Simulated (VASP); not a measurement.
InSb: single point with PBEsol

The system is InSb.

```xyz
2
Lattice="0.0000 3.2817 3.2817 3.2817 0.0000 3.2817 3.2817 3.2817 0.0000" Properties=species:S:1:pos:R:3 pbc="T T T"
In    0.0000    0.0000    0.0000
Sb    4.9226    4.9226    4.9226
```

```yaml
Program: VASP 6.6.1
Task: single point
Functional: PBEsol
Potentials_or_basis: VASP PAW PBE potentials, release 64 (In_d, Sb)
Cutoff: 520 eV
k_mesh: 9 × 9 × 9
Occupations: fermi-dirac, width 0.05 eV
Spin: no spin polarisation
```

```json
{
 "Pressure": "-0.8 GPa",
 "Band gap on the k mesh": "zero (filled and empty bands touch)"
}
```

Levels at points of the mesh, in eV from the Fermi level:
```
           k point  band 6  band 7  band 8  band 9  band 10  band 11  band 12  band 13
(0.00, 0.00, 0.00)  -10.57   -0.54   -0.06   -0.06    -0.06     2.88     2.88     2.88
```

It took 68 s on 1 thread of Intel Xeon 8259CL, with other jobs on the host, peak memory 0.22 GiB.

Caveat: semilocal functionals underestimate gaps, so a narrow gap can read as zero; the PAW data sets were made with another functional, which shifts forces and pressure a little; spin-orbit coupling is left out, which moves the levels of the heavy elements.
